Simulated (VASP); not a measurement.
Input of a VASP 6.6.1 run:

The input INCAR:

```
SYSTEM = Cs
ALGO     = Normal         ! electronic algorithm
EDIFF    = 1E-7           ! SCF threshold, eV
ENCUT    = 520            ! plane-wave cutoff, eV
GGA      = PS             ! functional
ISIF     = 2              ! what is computed and relaxed
ISMEAR   = 0              ! smearing method
LASPH    = .True.         ! aspherical terms in the spheres
LCHARG   = .True.         ! write CHGCAR
LELF     = .True.         ! ELF
LREAL    = .False.        ! projectors in reciprocal space
LVHAR    = .True.       
LWAVE    = .False.        ! write WAVECAR
NBANDS   = 16             ! bands
NELM     = 100            ! most SCF steps
PREC     = Accurate       ! precision mode
SIGMA    = 0.1            ! smearing width, eV
```

Contents of KPOINTS:

```
k-points
0
Gamma
  12 12 6
  0 0 0
```

POSCAR

```
Cs
1.0
    4.6773916445      0.0000000000      0.0000000000
   -2.3386958222      4.0507399876      0.0000000000
    0.0000000000      0.0000000000      7.5229343152
Cs
2
Direct
    0.3333333333      0.6666666667      0.2500000000
    0.6666666667      0.3333333333      0.7500000000
```

Potentials or basis: VASP PAW PBE potentials, release 64 (Cs_sv).

Run with:

```sh
$ cat potpaw_PBE.64/Cs_sv/POTCAR > POTCAR
$ mpirun -np 1 vasp_std > vasp.out
```

(1) Estimate the pressure.

(2) Predict the band gap on the k mesh.

Answers

(1) 1.6 GPa.

(2) zero (band 9 reaches 2.64 eV, above the bottom of band 10 at 0.70 eV).

Caveat: the cell differs from its parent crystal (Na replaced by Cs, lengths x 1.282, strained); the PAW data sets were made with another functional, which shifts forces and pressure a little; spin-orbit coupling is left out, which moves the levels of the heavy elements.
